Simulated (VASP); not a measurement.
Write the native input for VASP 6.6.1 that does the following.

* Task: single point
* Functional: PBEsol
* Potentials or basis: VASP PAW PBE potentials, release 64 (Ge_d)
* Cutoff: 520 eV
* k mesh: 6 × 6 × 2
* Occupations: fermi-dirac, width 0.05 eV
* Spin: no spin polarisation
* Dipole correction: no
* Further INCAR settings: ALGO = Normal; EDIFF = 1e-07; NBANDS = 36

The structure of Ge lies in POSCAR:

```
Ge
1.0
    4.0504050000      0.0000000000      0.0000000000
   -2.0252020000      3.5077530000      0.0000000000
    0.0000000000      0.0000000000     10.9933590000
Ge
4
Direct
    0.0000000000      0.0000000000      0.9592591983
    0.0000000000      0.0000000000      0.4774520000
    0.3333333333      0.6666666667      0.9148480000
    0.6666666667      0.3333333333      0.4148480000
```

The input as run:

INCAR

```
SYSTEM = Ge
PREC = Accurate
ENCUT = 520
EDIFF = 1E-7
ISMEAR = -1
SIGMA = 0.05
LREAL = .False.
LASPH = .True.
NELM = 80
ALGO = Normal
ISIF = 2
LWAVE = .False.
LCHARG = .False.
GGA = PS
NBANDS = 36
```

KPOINTS

```
Automatic mesh
0
Gamma
  6 6 2
  0 0 0
```

Potentials or basis: VASP PAW PBE potentials, release 64 (Ge_d).

Run with:

```console
$ cat potpaw_PBE.64/Ge_d/POTCAR > POTCAR
$ mpirun -np 1 vasp_std > vasp.out
```

Results of the run:

```json
{
  "Pressure": "-0.9 GPa",
  "Largest force": "0.266 eV/Å",
  "Band gap on the k mesh": "zero (band 28 reaches 0.78 eV, above the bottom of band 29 at 0.59 eV)"
}
```

Caveat: the PAW data sets were made with another functional, which shifts forces and pressure a little.

Run time: 74 s on 1 thread of Intel(R) Xeon(R) Platinum 8375C CPU @ 2.90GHz (Ice Lake) (shared host), peak memory 0.28 GiB.
